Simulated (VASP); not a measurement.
**ScCd2: single point with PBE**

ScCd2:

```xyz
6
Lattice="7.9290 0.0000 0.0000 0.0000 7.9290 0.0000 0.0000 0.0000 2.9456" Properties=species:S:1:pos:R:3 pbc="T T T"
Sc    0.0000    0.0000    0.0000
Sc    3.9645    3.9645    1.4728
Cd    2.0915    2.0915    0.0000
Cd    1.8730    6.0560    1.4728
Cd    5.8375    5.8375    0.0000
Cd    6.0560    1.8730    1.4728
```

```yaml
Program: VASP 6.6.1
Task: single point
Functional: PBE
Potentials_or_basis: VASP PAW PBE potentials, release 64 (Sc_sv, Cd)
Cutoff: 520 eV
k_mesh: 6 × 6 × 10
Occupations: gaussian, width 0.1 eV
Spin: no spin polarisation
Dipole_correction: no
Further_INCAR_settings: ALGO = Fast; EDIFF = 1e-06; NBANDS = 44
```

| Property | Result |
| --- | --- |
| Pressure | 0.1 GPa |
| Band gap on the k mesh | zero (bands 35 and 36 overlap by 1.26 eV) |

Stress tensor (GPa, compression positive):
```
0.10 0.00 0.00
0.00 0.10 0.00
0.00 0.00 0.18
```

Levels at points of the mesh, in eV from the Fermi level:
```tsv
k point	band 32	band 33	band 34	band 35	band 36	band 37
(0.00, 0.00, 0.00)	-3.62	-2.98	-1.47	-0.63	-0.56	-0.56
(0.50, 0.00, 0.00)	-3.93	-1.89	-1.89	-0.31	-0.31	0.04
(0.50, 0.50, 0.00)	-4.61	-1.31	-1.31	0.13	0.13	0.18
(0.00, 0.00, 0.50)	-1.17	-0.65	-0.65	0.44	0.44	1.14
(0.50, 0.00, 0.50)	-0.98	-0.73	-0.73	0.20	0.20	0.89
(0.50, 0.50, 0.50)	-0.84	-0.80	-0.80	-0.50	-0.50	1.36
```

It took 6 min on 1 thread of AMD EPYC 9R45 96-Core Processor (Zen 5) (shared host), peak memory 0.51 GiB.
